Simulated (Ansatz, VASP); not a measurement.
**Two plane-wave programs on PbSe**

Contents of INCAR:

```
PREC = Accurate ; ENCUT = 500
EDIFF = 1E-7 ; ISMEAR = 0
SIGMA = 0.02 ; LREAL = False
LASPH = True ; NELM = 120
ALGO = Normal ; ISIF = 3
LWAVE = False ; LCHARG = False
GGA = PE ; IBRION = 2
NSW = 100 ; EDIFFG = -0.002
GGA_COMPAT = False ; NELMIN = 4
```

KPOINTS

```
Automatic mesh
0
Gamma
  10 10 10
```

Contents of POSCAR:

```
PbSe
1.0
    0.0000000000      3.0908235400      3.0908235400
    3.0908235400      0.0000000000      3.0908235400
    3.0908235400      3.0908235400      0.0000000000
Pb Se
1 1
Direct
    0.0000000000      0.0000000000      0.0000000000
    0.5000000000      0.5000000000      0.5000000000
```

Input for Ansatz:

```yaml
crystal:
  lattice:
    - [0.0, 3.09082354, 3.09082354]
    - [3.09082354, 0.0, 3.09082354]
    - [3.09082354, 3.09082354, 0.0]
  atoms:
    - { symbol: Pb, position: [0.0, 0.0, 0.0] }
    - { symbol: Se, position: [0.5, 0.5, 0.5] }
basis:
  ecutwfc: 420
kpoints:
  mp_grid: { grid: [10, 10, 10] }
hamiltonian:
  xc: pbe
scf:
  occupations: { method: gaussian, width: 0.02 }
output:
  forces: true
  stress: true
  eigenvalues: true
relax:
  adjacent_minimum: "off"
  f_tol: 0.002
  max_steps: 80
  cell: { stress_tol: 0.02 }
```

Alike in both runs: task relaxation of cell and atoms; functional PBE; k mesh 10 × 10 × 10; occupations gaussian, width 0.02 eV; no spin polarisation.

|  | VASP | Ansatz |
| --- | --- | --- |
| version | VASP 6.6.1 | Ansatz 0.2.0 |
| potentials or method | VASP PAW PBE potentials, release 64 (Pb_d, Se), cutoff 500 eV | scalar-relativistic, plane waves, PAW |
| valence electrons in the cell | 20 | 30 |

|  | VASP | Ansatz | Ansatz less VASP |
| --- | --- | --- | --- |
| gap on the k mesh at the Fermi level, each at its own relaxed structure (eV) | 0.44 | 0.43 | -0.003 |
| relaxed volume (Å³/atom) | 30.04 | 30.06 | +0.013 |
| relaxed cell length with the largest relative difference (Å) | 4.396 | 4.397 | +0.0006 |

VASP's potentials hold 20 valence electrons a cell and Ansatz's 30, so a difference there can come from the potentials and not from the codes.

Spin-orbit coupling is off throughout.
